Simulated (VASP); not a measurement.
Crystal: BP4.

```xyz
5
Lattice="3.0455 0.0000 0.0000 -1.5228 2.6375 0.0000 0.0000 0.0000 9.7928" Properties=species:S:1:pos:R:3 pbc="T T T"
B     0.0000    0.0000    0.0000
P     0.0000    1.7583    8.4792
P     0.0000    1.7583    3.6899
P     1.5228    0.8792    1.3137
P     1.5228    0.8792    6.1029
```

The cell was built from a structure type or drawn by symmetry, and may not be a known phase.

* Program: VASP 6.6.1
* Task: relaxation of cell and atoms
* Functional: PBE
* Potentials or basis: VASP PAW PBE potentials, release 64 (B, P)
* Cutoff: 600 eV
* k mesh: 6 × 6 × 2
* Occupations: gaussian, width 0.1 eV
* Spin: no spin polarisation

At the start: pressure -13.7 GPa; volume 15.73 Å³/atom.

Q: How do energy, volume and symmetry change on relaxing?

A: Over 31 steps the energy falls by 382.3 meV/atom and the volume is 12.75 Å³/atom (-19.0 %); space group P-3m1 (No. 164, to 0.1 Å) before and after.

Step by step:
```
step  energy change (eV)  largest force (eV/Å)  pressure (GPa)  volume (Å³)
   1              0.0000                1.2705          -13.75        78.66
   2             -0.6851                1.6599            7.59        64.15
   3             -0.7658                0.9644            0.65        67.27
   4             -0.7658                0.9336            0.23        67.49
   5             -0.8908                0.8316            0.27        66.69
   6             -1.3426                0.4977            0.59        64.08
   7             -1.4851                1.6771           14.87        57.71
   8             -1.5715                0.6314            3.39        62.11
   9             -1.7672                0.3810            8.16        60.00
  10             -1.8472                0.4974            3.62        61.59
  11             -1.8491                0.7860            1.10        62.67
  12             -1.8576                0.6138            2.22        62.10
  13             -1.8578                0.6432            1.99        62.21
  14             -1.8799                0.4175            1.20        62.70
  15             -1.8943                0.1160           -0.35        63.56
  16             -1.8944                0.1110           -0.31        63.53
  17             -1.8953                0.0942           -0.08        63.42
  18             -1.8959                0.0668            0.32        63.24
  19             -1.8968                0.0576            0.25        63.31
  20             -1.8999                0.0630            0.09        63.53
  21             -1.9060                0.0820           -0.23        63.97
  22             -1.8768                0.6205           -0.68        64.85
  23             -1.9061                0.0898           -0.26        64.03
  24             -1.9064                0.0969           -0.28        64.05
  25             -1.9072                0.1195           -0.32        64.10
  26             -1.9074                0.1743           -0.39        64.21
  27             -1.9076                0.1508           -0.36        64.16
  28             -1.9081                0.1410           -0.34        64.15
  29             -1.9095                0.1122           -0.26        64.09
  30             -1.9114                0.0575           -0.11        63.97
  31             -1.9116                0.0352            0.20        63.73
```

Final structure:
```xyz
5
Lattice="3.1991 0.0000 0.0000 -1.5996 2.7705 0.0000 0.0000 0.0000 7.1909" Properties=species:S:1:pos:R:3 pbc="T T T"
B     0.0000    0.0000    0.0000
P     0.0000    1.8470    6.0485
P     0.0000    1.8470    2.8344
P     1.5996    0.9235    1.1425
P     1.5996    0.9235    4.3565
```

Caveat: the k points lie up to 0.44 Å⁻¹ apart in the final cell, too coarse for converged energies and pressures of a metal; the volume moved by over 15 % at a fixed basis, so the end points are rough.
